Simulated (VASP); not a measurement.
# SrTiO3 (Pm-3m) in VASP: further runs, part 3 of 3

VASP 6.6.1. Earlier steps stand in the parts before.

### 6 Single point, PBE, non-collinear spin, zero start, spin-orbit coupling

This run uses another cell than the first one, of 11.93 Å³/atom, 0.978 times its volume.

INCAR

```
PREC = Accurate
ENCUT = 520
EDIFF = 1E-6
ISMEAR = 0
SIGMA = 0.01
LREAL = F
LASPH = T
NELM = 150
ALGO = Normal
ISIF = 2
LWAVE = F
LCHARG = F
MAGMOM = 0 0 0 0 0 0 0 0 0 0 0 0 0 0 0
LORBIT = 11
LSORBIT = T
GGA_COMPAT = F
LORBMOM = T
LMAXMIX = 4
GGA = PE
NBANDS = 55
```

KPOINTS

```
Automatic mesh
0
Gamma
  6 6 6
```

POSCAR

```
SrTiO3
1.0
    3.9068515016      0.0000000000      0.0000000000
    0.0000000000      3.9068515016      0.0000000000
    0.0000000000      0.0000000000      3.9068515016
Sr Ti O
1 1 3
Direct
    0.0000000000      0.0000000000      0.0000000000
    0.5000000000      0.5000000000      0.5000000000
    0.5000000000      0.5000000000      0.0000000000
    0.5000000000      0.0000000000      0.5000000000
    0.0000000000      0.5000000000      0.5000000000
```

Potentials or basis: VASP PAW PBE potentials, release 64 (Sr_sv, Ti_sv, O).

Launch:

```console
$ cat potpaw_PBE.64/Sr_sv/POTCAR potpaw_PBE.64/Ti_sv/POTCAR potpaw_PBE.64/O/POTCAR > POTCAR
$ mpirun -np 1 vasp_ncl > vasp.out
```

OUTCAR:

```text
PREC = Accurate
   ENCUT = 520
   EDIFF = 1E-6
   ISMEAR = 0
   LREAL = F
   LASPH = T
   NELM = 150
   ISIF = 2
   LORBIT = 11
   LSORBIT = T
   GGA = PE

 ion  position               nearest neighbor table
   1  0.000  0.000  0.000-   3 2.76   4 2.76   5 2.76   4 2.76   5 2.76   3 2.76   5 2.76   5 2.76
                             3 2.76   4 2.76   4 2.76   3 2.76   2 3.38   2 3.38   2 3.38   2 3.38
   2  0.500  0.500  0.500-   3 1.95   4 1.95   5 1.95   3 1.95   4 1.95   5 1.95   1 3.38   1 3.38
                             1 3.38   1 3.38   1 3.38   1 3.38   1 3.38   1 3.38
   3  0.500  0.500  0.000-   2 1.95   2 1.95   1 2.76   1 2.76   1 2.76   1 2.76
   4  0.500  0.000  0.500-   2 1.95   2 1.95   1 2.76   1 2.76   1 2.76   1 2.76
   5  0.000  0.500  0.500-   2 1.95   2 1.95   1 2.76   1 2.76   1 2.76   1 2.76

  LATTYP: Found a simple cubic cell.
 ALAT       =     3.9068515016

  Lattice vectors:

 A1 = (   3.9068515016,   0.0000000000,   0.0000000000)
 A2 = (   0.0000000000,   3.9068515016,   0.0000000000)
 A3 = (   0.0000000000,   0.0000000000,   3.9068515016)

Analysis of symmetry for initial positions (statically):
=====================================================================
 Subroutine PRICEL returns:
 Original cell was already a primitive cell.

 Routine SETGRP: Setting up the symmetry group for a
 simple cubic supercell.

 Subroutine GETGRP returns: Found 48 space group operations
 (whereof 48 operations were pure point group operations)
 out of a pool of 48 trial point group operations.

The static configuration has the point symmetry O_h .

Analysis of symmetry for dynamics (positions and initial velocities):
=====================================================================
 Subroutine PRICEL returns:
 Original cell was already a primitive cell.

 Routine SETGRP: Setting up the symmetry group for a
 simple cubic supercell.

 Subroutine GETGRP returns: Found 48 space group operations
 (whereof 48 operations were pure point group operations)
 out of a pool of 48 trial point group operations.

The dynamic configuration has the point symmetry O_h .

Analysis of structural, dynamic, and magnetic symmetry:
=====================================================================
 Subroutine PRICEL returns:
 Original cell was already a primitive cell.

 Routine SETGRP: Setting up the symmetry group for a
 simple cubic supercell.

 Subroutine GETGRP returns: Found 48 space group operations
 (whereof 48 operations were pure point group operations)
 out of a pool of 48 trial point group operations.

The overall configuration has the point symmetry O_h .

 Subroutine INISYM returns: Found 48 space group operations
 (whereof 48 operations are pure point group operations),
 and found     1 'primitive' translations

----------------------------------------------------------------------------------------

                                     Primitive cell

  volume of cell :      59.6322

  direct lattice vectors                    reciprocal lattice vectors
     3.906851502  0.000000000  0.000000000     0.255960586  0.000000000  0.000000000
     0.000000000  3.906851502  0.000000000     0.000000000  0.255960586  0.000000000
     0.000000000  0.000000000  3.906851502     0.000000000  0.000000000  0.255960586
[... 1257 lines left out ...]
  energy-cutoff  :      520.00
  volume of cell :       59.63
      direct lattice vectors                 reciprocal lattice vectors
     3.906851502  0.000000000  0.000000000     0.255960586  0.000000000  0.000000000
     0.000000000  3.906851502  0.000000000     0.000000000  0.255960586  0.000000000
     0.000000000  0.000000000  3.906851502     0.000000000  0.000000000  0.255960586

 POSITION                                       TOTAL-FORCE (eV/Angst)
 -----------------------------------------------------------------------------------
      0.00000      0.00000      0.00000         0.000000      0.000000      0.000000
      1.95343      1.95343      1.95343         0.000000      0.000000      0.000000
      1.95343      1.95343      0.00000         0.000000      0.000000      0.000000
      1.95343      0.00000      1.95343         0.000000      0.000000      0.000000
      0.00000      1.95343      1.95343         0.000000      0.000000      0.000000
 -----------------------------------------------------------------------------------
    total drift:                                0.000000      0.000000      0.000000

  FREE ENERGIE OF THE ION-ELECTRON SYSTEM (eV)
  ---------------------------------------------------
  free  energy   TOTEN  =       -40.1704577643 eV

  energy  without entropy=      -40.1704577643  energy(sigma->0) =      -40.17045776

 orbital moment (x)

 # of ion     p       d       tot
 ----------------------------------------
  1         0.000  -0.000  -0.000
  2         0.000   0.000   0.000
  3         0.000   0.000   0.000
  4         0.000   0.000   0.000
  5         0.000   0.000   0.000
 ----------------------------------------
            0.000   0.000   0.000

 orbital moment (y)

 # of ion     p       d       tot
 ----------------------------------------
  1         0.000  -0.000  -0.000
  2         0.000  -0.000  -0.000
  3        -0.000   0.000  -0.000
  4         0.000   0.000   0.000
  5         0.000   0.000   0.000
 ----------------------------------------
            0.000  -0.000  -0.000

 orbital moment (z)

 # of ion     p       d       tot
 ----------------------------------------
  1         0.000   0.000   0.000
  2         0.000   0.000   0.000
  3         0.000   0.000   0.000
  4         0.000   0.000   0.000
  5         0.000   0.000   0.000
 ----------------------------------------
            0.000   0.000   0.000

 Spin-Orbit-Coupling matrix elements

 Ion:    1  E_soc:     -0.1742498
 l=   1
     0.0000000    -0.0290223    -0.0290223
    -0.0290223     0.0000000    -0.0290223
    -0.0290223    -0.0290223     0.0000000
 l=   2
     0.0000000    -0.0000044     0.0000000    -0.0000044    -0.0000150
    -0.0000044     0.0000000    -0.0000112    -0.0000044    -0.0000037
     0.0000000    -0.0000112     0.0000000    -0.0000112     0.0000000
    -0.0000044    -0.0000044    -0.0000112     0.0000000    -0.0000037
    -0.0000150    -0.0000037     0.0000000    -0.0000037     0.0000000
 l=   3
     0.0000000     0.0000000     0.0000000     0.0000000     0.0000000     0.0000000     0.0000000
     0.0000000     0.0000000     0.0000000     0.0000000     0.0000000     0.0000000     0.0000000
     0.0000000     0.0000000     0.0000000     0.0000000     0.0000000     0.0000000     0.0000000
     0.0000000     0.0000000     0.0000000     0.0000000     0.0000000     0.0000000     0.0000000
[... 69 lines left out ...]
 l=   2
     0.0000000     0.0000000     0.0000000     0.0000000     0.0000000
     0.0000000     0.0000000     0.0000000     0.0000000     0.0000000
     0.0000000     0.0000000     0.0000000     0.0000000     0.0000000
     0.0000000     0.0000000     0.0000000     0.0000000     0.0000000
     0.0000000     0.0000000     0.0000000     0.0000000     0.0000000
 l=   3
     0.0000000     0.0000000     0.0000000     0.0000000     0.0000000     0.0000000     0.0000000
     0.0000000     0.0000000     0.0000000     0.0000000     0.0000000     0.0000000     0.0000000
     0.0000000     0.0000000     0.0000000     0.0000000     0.0000000     0.0000000     0.0000000
     0.0000000     0.0000000     0.0000000     0.0000000     0.0000000     0.0000000     0.0000000
     0.0000000     0.0000000     0.0000000     0.0000000     0.0000000     0.0000000     0.0000000
     0.0000000     0.0000000     0.0000000     0.0000000     0.0000000     0.0000000     0.0000000
     0.0000000     0.0000000     0.0000000     0.0000000     0.0000000     0.0000000     0.0000000

 total charge

# of ion       s       p       d       tot
------------------------------------------
    1        1.998   5.816   0.201   8.016
    2        2.231   6.320   1.759  10.309
    3        1.565   3.493   0.000   5.057
    4        1.565   3.493   0.000   5.057
    5        1.565   3.493   0.000   5.057
--------------------------------------------------
tot          8.923  22.615   1.960  33.498

 magnetization (x)

# of ion       s       p       d       tot
------------------------------------------
    1        0.000   0.000   0.000   0.000
    2       -0.000  -0.000  -0.000  -0.000
    3       -0.000   0.000   0.000  -0.000
    4        0.000  -0.000   0.000  -0.000
    5       -0.000  -0.000   0.000  -0.000
--------------------------------------------------
tot          0.000  -0.000   0.000   0.000

 magnetization (y)

# of ion       s       p       d       tot
------------------------------------------
    1        0.000   0.000   0.000   0.000
    2        0.000  -0.000  -0.000  -0.000
    3       -0.000   0.000   0.000   0.000
    4       -0.000  -0.000   0.000  -0.000
    5       -0.000   0.000   0.000  -0.000
--------------------------------------------------
tot          0.000   0.000   0.000   0.000

 magnetization (z)

# of ion       s       p       d       tot
------------------------------------------
    1        0.000   0.000   0.000   0.000
    2        0.000  -0.000  -0.000  -0.000
    3       -0.000   0.000   0.000   0.000
    4       -0.000  -0.000   0.000  -0.000
    5        0.000   0.000   0.000   0.000
--------------------------------------------------
tot          0.000   0.000   0.000   0.000
```

stdout:

```text
POSCAR found type information on POSCAR SrTiO
 POSCAR found :  3 types and       5 ions
 scaLAPACK will be used
 LDA part: xc-table for (Slater+PW92), standard interpolation
 POSCAR, INCAR and KPOINTS ok, starting setup
 FFT: planning ... GRIDC
 FFT: planning ... GRID_SOFT
 FFT: planning ... GRID
 WAVECAR not read
 entering main loop
```

It took 1.8 min on 1 thread of Intel Xeon 6975P-C (Granite Rapids), shared host; peak memory 0.33 GiB.

Results:

* Free energy: -40.1705 eV
* Pressure: 4.7 GPa
* Net moment: 0.00 μB per cell
* Valence electrons inside the program's atomic spheres: Sr 8.02; Ti 10.31; O 5.06

Moments on the atoms (μB; x, y, z):
```
Sr  0.00 0.00 0.00
Ti  0.00 0.00 0.00
O   0.00 0.00 0.00
O   0.00 0.00 0.00
O   0.00 0.00 0.00
```

### 7 The runs side by side

```tsv
task	level	spin	cell	cutoff (eV)	smearing	gap on the mesh (eV)	pressure (GPa)	relaxed volume (Å³/atom)
single point	PBE	off	a = 3.936 Å, 5 atoms	520	fermi-dirac 0.02 eV	1.81	0.7	-
single point	r2SCAN	off	a = 3.907 Å, 5 atoms	520	fermi-dirac 0.02 eV	2.27	0.9	-
relaxation of cell and atoms	PBE	off	relaxed from a = 4.336 Å, 5 atoms	600	fermi-dirac 0.02 eV	1.81	0.0	12.23
relaxation of cell and atoms	r2SCAN	off	relaxed from a = 3.936 Å, 5 atoms	600	fermi-dirac 0.02 eV	2.26	0.0	11.97
single point	PBE	non-collinear, zero start, SOC	a = 3.907 Å, 5 atoms	520	gaussian 0.01 eV	-	4.7	-
```

Alike in all rows: potentials or basis VASP PAW PBE potentials, release 64 (Sr_sv, Ti_sv, O); k mesh 6 × 6 × 6.

Caveats: the PAW data sets were made with another functional, which shifts forces and pressure a little (some runs); the volume moved by over 15 % at a fixed basis, so the end points are rough (some runs).

Total energies depend on the potentials used, so only differences within one code and one set of settings carry meaning.
